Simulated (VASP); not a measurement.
Wanted: the native input for a VASP 6.6.1 run.

```
Task                   : single point
Functional             : PBE
Potentials or basis    : VASP PAW PBE potentials, release 64 (Be)
Cutoff                 : 520 eV
k mesh                 : 10 × 10 × 14
Occupations            : fermi-dirac, width 0.08 eV
Spin                   : no spin polarisation
Dipole correction      : no
Further INCAR settings : ALGO = Normal; EDIFF = 1e-07; NBANDS = 10
```

The structure of Be lies in POSCAR:

```
Be
1.0
    3.4812184755      0.0000000000      0.0000000000
   -1.7406092378      3.0148236358      0.0000000000
    0.0000000000      0.0000000000      2.1211083931
Be
3
Direct
    0.0000000000      0.0000000000      0.0000000000
    0.3333333333      0.6666666667      0.5000000000
    0.6666666667      0.3333333333      0.5000000000
```

This cell differs from its parent crystal: volume scaled by 0.92.

These files were run (other wordings do the same):

INCAR

```
SYSTEM = Be
ALGO = Normal ; EDIFF = 1E-7
ENCUT = 520 ; GGA = PE
ISIF = 2 ; ISMEAR = -1
LASPH = .TRUE. ; LCHARG = .FALSE.
LREAL = .FALSE. ; LWAVE = .FALSE.
NBANDS = 10 ; NELM = 100
PREC = Accurate ; SIGMA = 0.08
```

KPOINTS

```
k-points
0
G
  10 10 14
  0 0 0
```

Potentials or basis: VASP PAW PBE potentials, release 64 (Be).

Command:

```bash
$ cat potpaw_PBE.64/Be/POTCAR > POTCAR
$ mpirun -np 1 vasp_std > vasp.out
```

It gave:

```json
{"Pressure": "11.1 GPa", "Band gap on the k mesh": "zero (band 3 reaches 12.24 eV, above the bottom of band 4 at 7.04 eV)"}
```

It took 26 s on 1 thread of AMD EPYC 7R13 (shared host), peak memory 0.11 GiB.
